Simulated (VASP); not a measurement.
# CdHg3Se4 (P-43m) in VASP: notebook

CdHg3Se4 is run at these levels: PBE; tasks: single point, relaxation of cell and atoms.

Program: VASP 6.6.1. These are calculated values, not measurements. Logs are shortened: lines on timing, memory, paths and dates and some standing lists are left out, and cuts for length are marked.

### 1 The cell of the first run

Symmetry: P-43m, No. 215, cubic system. Conventional cell: a = 6.244 Å, b = 6.244 Å, c = 6.244 Å, α = 90.00°, β = 90.00°, γ = 90.00°. Cd (site symmetry -43m) has 4 Se at 2.69 Å within 3.5 Å. Within 3.6 Å of Hg (site symmetry -42m) lie 4 Se at 2.71 Å. Within 3.5 Å of Se (site symmetry 3m) lie 1 Cd at 2.69 Å and 3 Hg at 2.71 Å.

### 2 Single point, PBE

Contents of INCAR:

```
SYSTEM = CdHg3Se4
  PREC = Accurate
  ENCUT = 520
  EDIFF = 1E-6
  ISMEAR = 0
  SIGMA = 0.1
  LREAL = .FALSE.
  LASPH = .TRUE.
  NELM = 60
  ALGO = Fast
  ISIF = 2
  LWAVE = .FALSE.
  LCHARG = .FALSE.
  GGA = PE
  NBANDS = 46
```

Contents of KPOINTS:

```
regular mesh
0
G
  6 6 6
  0 0 0
```

Contents of POSCAR:

```
CdHg3Se4
1.0
    6.2444689783      0.0000000000      0.0000000000
    0.0000000000      6.2444689783      0.0000000000
    0.0000000000      0.0000000000      6.2444689783
Cd Hg Se
1 3 4
Direct
    0.0000000000      0.0000000000      0.0000000000
    0.5000000000      0.0000000000      0.5000000000
    0.5000000000      0.5000000000      0.0000000000
    0.0000000000      0.5000000000      0.5000000000
    0.7514984029      0.2485015971      0.2485015971
    0.7514984029      0.7514984029      0.7514984029
    0.2485015971      0.2485015971      0.7514984029
    0.2485015971      0.7514984029      0.2485015971
```

Potentials or basis: VASP PAW PBE potentials, release 64 (Cd, Hg, Se).

On the command line:

```console
cat potpaw_PBE.64/Cd/POTCAR potpaw_PBE.64/Hg/POTCAR potpaw_PBE.64/Se/POTCAR > POTCAR
mpirun -np 1 vasp_std > vasp.out
```

OUTCAR:

```text
SYSTEM = CdHg3Se4
   PREC = Accurate
   ENCUT = 520
   EDIFF = 1E-6
   ISMEAR = 0
   LREAL = .FALSE.
   LASPH = .TRUE.
   NELM = 60
   ISIF = 2
   GGA = PE

 ion  position               nearest neighbor table
   1  0.000  0.000  0.000-   5 2.69   6 2.69   7 2.69   8 2.69
   2  0.500  0.000  0.500-   5 2.71   6 2.71   7 2.71   8 2.71
   3  0.500  0.500  0.000-   5 2.71   6 2.71   7 2.71   8 2.71
   4  0.000  0.500  0.500-   5 2.71   6 2.71   7 2.71   8 2.71
   5  0.751  0.249  0.249-   1 2.69   2 2.71   3 2.71   4 2.71
   6  0.751  0.751  0.751-   1 2.69   2 2.71   3 2.71   4 2.71
   7  0.249  0.249  0.751-   1 2.69   2 2.71   3 2.71   4 2.71
   8  0.249  0.751  0.249-   1 2.69   2 2.71   3 2.71   4 2.71

  LATTYP: Found a simple cubic cell.
 ALAT       =     6.2444689783

  Lattice vectors:

 A1 = (   6.2444689783,   0.0000000000,   0.0000000000)
 A2 = (   0.0000000000,   6.2444689783,   0.0000000000)
 A3 = (   0.0000000000,   0.0000000000,   6.2444689783)

Analysis of symmetry for initial positions (statically):
=====================================================================
 Subroutine PRICEL returns:
 Original cell was already a primitive cell.

 Routine SETGRP: Setting up the symmetry group for a
 simple cubic supercell.

 Subroutine GETGRP returns: Found 24 space group operations
 (whereof 24 operations were pure point group operations)
 out of a pool of 48 trial point group operations.

The static configuration has the point symmetry T_d .

Analysis of symmetry for dynamics (positions and initial velocities):
=====================================================================
 Subroutine PRICEL returns:
 Original cell was already a primitive cell.

 Routine SETGRP: Setting up the symmetry group for a
 simple cubic supercell.

 Subroutine GETGRP returns: Found 24 space group operations
 (whereof 24 operations were pure point group operations)
 out of a pool of 48 trial point group operations.

The dynamic configuration has the point symmetry T_d .

 Subroutine INISYM returns: Found 24 space group operations
 (whereof 24 operations are pure point group operations),
 and found     1 'primitive' translations

----------------------------------------------------------------------------------------

                                     Primitive cell

  volume of cell :     243.4930

  direct lattice vectors                    reciprocal lattice vectors
     6.244468978  0.000000000  0.000000000     0.160141720  0.000000000  0.000000000
     0.000000000  6.244468978  0.000000000     0.000000000  0.160141720  0.000000000
     0.000000000  0.000000000  6.244468978     0.000000000  0.000000000  0.160141720

  length of vectors
     6.244468978  6.244468978  6.244468978     0.160141720  0.160141720  0.160141720

  position of ions in fractional coordinates (direct lattice)
     0.000000000  0.000000000  0.000000000
     0.500000000  0.000000000  0.500000000
     0.500000000  0.500000000  0.000000000
     0.000000000  0.500000000  0.500000000
     0.751498403  0.248501597  0.248501597
     0.751498403  0.751498403  0.751498403
     0.248501597  0.248501597  0.751498403
     0.248501597  0.751498403  0.248501597

  ion indices of the primitive-cell ions
   primitive index   ion index
                 1           1
                 2           2
                 3           3
                 4           4
                 5           5
                 6           6
                 7           7
                 8           8

----------------------------------------------------------------------------------------

 KPOINTS: regular mesh

Automatic generation of k-mesh.
 Grid dimensions read from file:
 generate k-points for:    6    6    6

 Generating k-lattice:

  Cartesian coordinates                     Fractional coordinates (reciprocal lattice)
     0.026690287  0.000000000  0.000000000     0.166666667  0.000000000  0.000000000
     0.000000000  0.026690287  0.000000000     0.000000000  0.166666667  0.000000000
     0.000000000  0.000000000  0.026690287     0.000000000  0.000000000  0.166666667

  Length of vectors
     0.026690287  0.026690287  0.026690287

  Shift w.r.t. Gamma in fractional coordinates (k-lattice)
     0.000000000  0.000000000  0.000000000

 Subroutine IBZKPT returns following result:
 ===========================================

 Found     20 irreducible k-points:

 Following reciprocal coordinates:
            Coordinates               Weight
  0.000000  0.000000  0.000000      1.000000
  0.166667  0.000000  0.000000      6.000000
  0.333333  0.000000  0.000000      6.000000
  0.500000  0.000000  0.000000      3.000000
  0.166667  0.166667  0.000000     12.000000
  0.333333  0.166667  0.000000     24.000000
[... 12 lines left out ...]
  0.500000  0.500000  0.333333      6.000000
  0.500000  0.500000  0.500000      1.000000
   k-points           NKPTS =     20   k-points in BZ     NKDIM =     20   number of bands    NBANDS=     46
   number of dos      NEDOS =    301   number of ions     NIONS =      8
   total plane-waves  NPLWV = 110592
   dimension x,y,z NGX =    48 NGY =   48 NGZ =   48
   dimension x,y,z NGXF=    96 NGYF=   96 NGZF=   96
   ions per type =               1   3   4
   NGX,Y,Z   is equivalent  to a cutoff of  12.78, 12.78, 12.78 a.u.
   NGXF,Y,Z  is equivalent  to a cutoff of  25.56, 25.56, 25.56 a.u.
 SYSTEM =  CdHg3Se4
   PREC   = accura    normal or accurate (medium, high low for compatibility)
   ISTART =      0    job   : 0-new  1-cont  2-samecut
   ICHARG =      2    charge: 1-file 2-atom 10-const
   ISPIN  =      1    spin polarized calculation?
   LNONCOLLINEAR =      F non collinear calculations
   LSORBIT =      F    spin-orbit coupling
   LASPH  =      T    aspherical Exc in radial PAW
   ENCUT  =  520.0 eV  38.22 Ry    6.18 a.u.  11.61 11.61 11.61*2*pi/ulx,y,z
   NELM   =     60;   NELMIN=  2; NELMDL= -5     # of ELM steps
   EDIFF  = 0.1E-05   stopping-criterion for ELM
   LREAL  =      F    real-space projection
[... 7 lines left out ...]
   TEBEG  =    0.0;   TEEND  =   0.0 temperature during run
   PSTRESS=    0.0 pullay stress
   NELECT =      72.0000    total number of electrons
   NUPDOWN=      -1.0000    fix difference up-down
   EMIN   =  10.00;   EMAX   =-10.00  energy-range for DOS
   EFERMI =   0.00;   METHOD = LEGACY
   ISMEAR =     0;   SIGMA  =   0.10  broadening in eV -4-tet -1-fermi 0-gaus
   EFERMI_NEDOS =   21; number of points for ismear=-14 and -15
   IALGO  =     68    algorithm
   IMIX   =      4    mixing-type and parameters
     AMIX     =   0.40;   BMIX     =  1.00
     AMIX_MAG =   1.60;   BMIX_MAG =  1.00
  volume/ion in A,a.u.               =      30.44       205.40
  Fermi-wavevector in a.u.,A,eV,Ry     =   1.090662  2.061052 16.184721  1.189543
  Thomas-Fermi vector in A             =   2.226891
   LORBIT       =      0    0 simple, 1 ext, 2 COOP (PROOUT), +10 PAW based schemes
   GGA     = PE    functional components
   LHFCALC =     F    Hartree Fock is set to
   AEXX    =    0.0000 exact exchange contribution
   IVDW    =     0    specifies the selected vdW correction
   LEPSILON=     F    determine dielectric tensor
   LRPA    =     F    only Hartree local field effects (RPA)
 non-spin polarized calculation
 RMM-DIIS sequential band-by-band and
 Gauss-broadening in eV      SIGMA  =   0.10
  energy-cutoff  :      520.00
  volume of cell :      243.49
 maximum number of plane-waves:      6704
 NGX is ok and might be reduce to    48
   NGX = 23   NGY = 23   NGZ = 23

 number of electron      71.9999999 magnetization

 Free energy of the ion-electron system (eV)
  ---------------------------------------------------
  ext. energy  EPLUGINS =         0.00000000
  ---------------------------------------------------
  free energy    TOTEN  =       -17.74240647 eV

  energy without entropy =      -17.74129434  energy(sigma->0) =      -17.74185040

 E-fermi :   0.9022     XC(G=0):  -8.6441

 val. band max:        0.8471990786   @ k =   0.0000   0.0000   0.0000
 cond. band min:       1.5078890330   @ k =   0.1667   0.0000   0.0000
 fundamental gap:      0.6606899544
 Fermi energy:         0.9021794408

 k-point     1 :       0.0000    0.0000    0.0000
  band No.  band energies     occupation
      1     -11.8978      2.00000
      2     -11.4024      2.00000
      3     -11.4024      2.00000
      4     -11.4024      2.00000
      5      -6.9797      2.00000
      6      -6.9797      2.00000
[... 38 lines left out ...]
     45       6.5177      0.00000
     46       6.5177      0.00000

 k-point     2 :       0.1667    0.0000    0.0000
  band No.  band energies     occupation
      1     -11.8660      2.00000
      2     -11.4366      2.00000
      3     -11.4026      2.00000
      4     -11.4026      2.00000
      5      -6.9884      2.00000
      6      -6.9794      2.00000
[... 38 lines left out ...]
     45       6.7287      0.00000
     46       6.7287      0.00000

 k-point     3 :       0.3333    0.0000    0.0000
  band No.  band energies     occupation
      1     -11.7781      2.00000
      2     -11.5292      2.00000
      3     -11.4029      2.00000
      4     -11.4029      2.00000
      5      -7.0048      2.00000
      6      -6.9788      2.00000
[... 38 lines left out ...]
     45       7.2943      0.00000
     46       7.2944      0.00000

 k-point     4 :       0.5000    0.0000    0.0000
  band No.  band energies     occupation
      1     -11.6678      2.00000
      2     -11.6420      2.00000
      3     -11.4030      2.00000
      4     -11.4030      2.00000
      5      -7.0128      2.00000
      6      -6.9785      2.00000
[... 724 lines left out ...]
     45       7.3468      0.00000
     46       7.3573      0.00000

 k-point    19 :       0.5000    0.5000    0.3333
  band No.  band energies     occupation
      1     -11.5343      2.00000
      2     -11.5343      2.00000
      3     -11.5335      2.00000
      4     -11.5020      2.00000
      5      -6.9834      2.00000
      6      -6.9834      2.00000
[... 38 lines left out ...]
     45       7.2243      0.00000
     46       7.2951      0.00000

 k-point    20 :       0.5000    0.5000    0.5000
  band No.  band energies     occupation
      1     -11.5334      2.00000
      2     -11.5334      2.00000
      3     -11.5334      2.00000
      4     -11.5007      2.00000
      5      -6.9800      2.00000
      6      -6.9800      2.00000
[... 38 lines left out ...]
     45       7.1772      0.00000
     46       7.2447      0.00000

------------------------ aborting loop because EDIFF is reached ----------------------------------------

  FORCE on cell =-STRESS in cart. coord.  units (eV):
  Direction    XX          YY          ZZ          XY          YZ          ZX
  --------------------------------------------------------------------------------------
  -------------------------------------------------------------------------------------
  Total        0.3157040      0.3157040      0.3157040     -0.0000000      0.0000000     -0.0000000
  in kB        2.0773237      2.0773237      2.0773237     -0.0000000      0.0000000     -0.0000000
  external PRESSURE =       2.0773237 kB  Pullay stress =       0.0000000 kB

 VOLUME and BASIS-vectors are now :
 -----------------------------------------------------------------------------
  energy-cutoff  :      520.00
  volume of cell :      243.49
      direct lattice vectors                 reciprocal lattice vectors
     6.244468978  0.000000000  0.000000000     0.160141720  0.000000000  0.000000000
     0.000000000  6.244468978  0.000000000     0.000000000  0.160141720  0.000000000
     0.000000000  0.000000000  6.244468978     0.000000000  0.000000000  0.160141720

 POSITION                                       TOTAL-FORCE (eV/Angst)
 -----------------------------------------------------------------------------------
      0.00000      0.00000      0.00000         0.000000      0.000000     -0.000000
      3.12223      0.00000      3.12223         0.000000     -0.000000      0.000000
      3.12223      3.12223      0.00000         0.000000      0.000000     -0.000000
      0.00000      3.12223      3.12223         0.000000     -0.000000      0.000000
      4.69271      1.55176      1.55176        -0.001317      0.001317      0.001317
      4.69271      4.69271      4.69271        -0.001317     -0.001317     -0.001317
      1.55176      1.55176      4.69271         0.001317      0.001317     -0.001317
      1.55176      4.69271      1.55176         0.001317     -0.001317      0.001317
 -----------------------------------------------------------------------------------
    total drift:                                0.000000      0.000000     -0.000000

  FREE ENERGIE OF THE ION-ELECTRON SYSTEM (eV)
  ---------------------------------------------------
  free  energy   TOTEN  =       -17.7424064653 eV

  energy  without entropy=      -17.7412943407  energy(sigma->0) =      -17.74185040
```

Run time: 5.6 min. Hardware: 1 thread of Oxide Virtual Turin-like, shared host; peak memory 0.42 GiB.

What came out:

```
Free energy            : -17.7424 eV
Pressure               : 0.2 GPa
Band gap on the k mesh : zero (filled and empty bands touch)
```

Forces on the atoms (eV/Å):
```
Cd   0.000  0.000  0.000
Hg   0.000  0.000  0.000
Hg   0.000  0.000  0.000
Hg   0.000  0.000  0.000
Se  -0.001  0.001  0.001
Se  -0.001 -0.001 -0.001
Se   0.001  0.001 -0.001
Se   0.001 -0.001  0.001
```

Levels at points of the mesh, in eV from the Fermi level:
| k point | band 33 | band 34 | band 35 | band 36 | band 37 | band 38 | band 39 | band 40 |
| --- | --- | --- | --- | --- | --- | --- | --- | --- |
| (0.00, 0.00, 0.00) | -1.91 | -0.71 | -0.05 | -0.05 | -0.05 | 2.61 | 2.61 | 3.15 |
| (0.50, 0.00, 0.00) | -1.16 | -1.16 | -1.01 | -1.01 | 2.16 | 2.32 | 3.41 | 3.74 |
| (0.50, 0.50, 0.00) | -0.90 | -0.90 | -0.86 | -0.73 | 2.36 | 2.40 | 2.40 | 3.22 |
| (0.50, 0.50, 0.50) | -0.78 | -0.77 | -0.77 | -0.77 | 1.12 | 1.12 | 1.12 | 2.01 |

Caveat: semilocal functionals underestimate gaps, and a narrow one can read as zero; spin-orbit coupling is left out, which moves the levels of the heavy elements.

(Continued in part 2 of 2.)

The gap in the log of VASP goes by the Fermi energy; the results here count the filled bands.